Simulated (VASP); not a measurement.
TiNi, 2 atoms in the cell. The structure is cubic, space group Pm-3m (No. 221). The conventional cell has a = 2.988 Å, b = 2.988 Å, c = 2.988 Å, α = 90.00°, β = 90.00°, γ = 90.00°. Ti (site symmetry m-3m) has 8 Ni at 2.59 Å and 6 Ti at 2.99 Å within 3.4 Å. Within 3.4 Å of Ni (site symmetry m-3m) lie 8 Ti at 2.59 Å and 6 Ni at 2.99 Å. 

```yaml
Program: VASP 6.6.1
Task: single point
Functional: LDA
Potentials_or_basis: VASP PAW LDA potentials, release 64 (Ti_sv, Ni)
Cutoff: 520 eV
k_mesh: 5 × 5 × 5
Occupations: fermi-dirac, width 0.1 eV
Spin: collinear spin, ferromagnetic start
Starting_moments: "[0.14, 0.13] μB"
Fixed_moment: 0.3 μB
Dipole_correction: no
Further_INCAR_settings: ALGO = Normal; EDIFF = 1e-06; NBANDS = 22
```

Potentials or basis: VASP PAW LDA potentials, release 64 (Ti_sv, Ni).

Run with:

```sh
$ cat potpaw_LDA.64/Ti_sv/POTCAR potpaw_LDA.64/Ni/POTCAR > POTCAR
$ mpirun -np 1 vasp_std > vasp.out
```

Hardware: 1 thread of Intel(R) Xeon(R) Platinum 8488C (Sapphire Rapids), on a shared host.

Question: How long does it take, and how much memory?

Answer: Wall time 7.7 s on 1 thread of Intel(R) Xeon(R) Platinum 8488C (Sapphire Rapids), with other jobs on the host, peak memory 0.13 GiB. Counts: scf iterations 16, k points 10.
